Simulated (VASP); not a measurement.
The system is B5C2.

```xyz
14
Lattice="4.2125 -2.8573 0.0000 4.2125 2.8573 0.0000 -2.2690 0.0000 4.5536" Properties=species:S:1:pos:R:3 pbc="T T T"
B     4.2481   -1.4087    0.8925
B     1.9081   -1.4087    3.6611
B     1.9081    1.4087    3.6611
B     4.2481    1.4087    0.8925
B     6.9782    0.8915    0.0546
B    -0.8221   -0.8915    4.4990
B     6.9782   -0.8915    0.0546
B    -0.8221    0.8915    4.4990
B     5.2082    0.0000    3.1420
B     0.9479    0.0000    1.4116
C     3.8244    0.0000    1.9626
C     2.3317    0.0000    2.5910
C     7.5866    0.0000    1.4799
C    -1.4305    0.0000    3.0737
```

| Property | Result |
| --- | --- |
| Program | VASP 6.6.1 |
| Task | relaxation of cell and atoms |
| Functional | PBE |
| Potentials or basis | VASP PAW PBE potentials, release 64 (B, C) |
| Cutoff | 600 eV |
| k mesh | 4 × 4 × 4 |
| Occupations | gaussian, width 0.2 eV |
| Spin | no spin polarisation |

At the start: pressure -25.3 GPa; volume 7.83 Å³/atom.

Q: How do energy, volume and symmetry change on relaxing?

A: Over 11 steps the energy falls by 211.3 meV/atom and the volume is 6.90 Å³/atom (-11.9 %); space group C2/m (No. 12, to 0.05 Å).

The path:
```csv
step,energy change (eV),largest force (eV/Å),pressure (GPa),volume (Å³)
1,0.0000,3.5769,-25.28,109.62
2,-2.2516,1.9705,19.69,91.05
3,-2.8053,1.4667,1.43,96.17
4,-2.8057,1.4877,2.22,95.91
5,-2.8247,2.1803,1.57,96.06
6,-2.9209,0.4541,1.51,95.99
7,-2.9517,0.2495,-0.51,96.78
8,-2.9517,0.2419,-0.45,96.76
9,-2.9561,0.1625,-0.23,96.69
10,-2.9565,0.1000,-0.28,96.71
11,-2.9577,0.0569,0.19,96.55
```

Final structure:
```yaml
crystal:
  lattice:
    - [4.09927, -2.76001, 0.05347]
    - [4.09927, 2.76001, 0.05347]
    - [-2.14834, 0.00000, 4.23895]
  atoms:
    - { symbol: B, position: [0.79439, 0.31585, 0.21348] }
    - { symbol: B, position: [0.68415, 0.20561, 0.78652] }
    - { symbol: B, position: [0.20561, 0.68415, 0.78652] }
    - { symbol: B, position: [0.31585, 0.79439, 0.21348] }
    - { symbol: B, position: [0.67089, 0.99369, 0.00671] }
    - { symbol: B, position: [0.32911, 0.00631, 0.99329] }
    - { symbol: B, position: [0.99369, 0.67089, 0.00671] }
    - { symbol: B, position: [0.00631, 0.32911, 0.99329] }
    - { symbol: B, position: [0.79049, 0.79049, 0.67727] }
    - { symbol: B, position: [0.20951, 0.20951, 0.32273] }
    - { symbol: C, position: [0.57955, 0.57955, 0.41849] }
    - { symbol: C, position: [0.42045, 0.42045, 0.58151] }
    - { symbol: C, position: [0.99947, 0.99947, 0.33859] }
    - { symbol: C, position: [0.00053, 0.00053, 0.66141] }
```

Caveat: the relaxation stopped at a loose force limit of 0.08 eV/Å, so its end isn't a converged minimum.
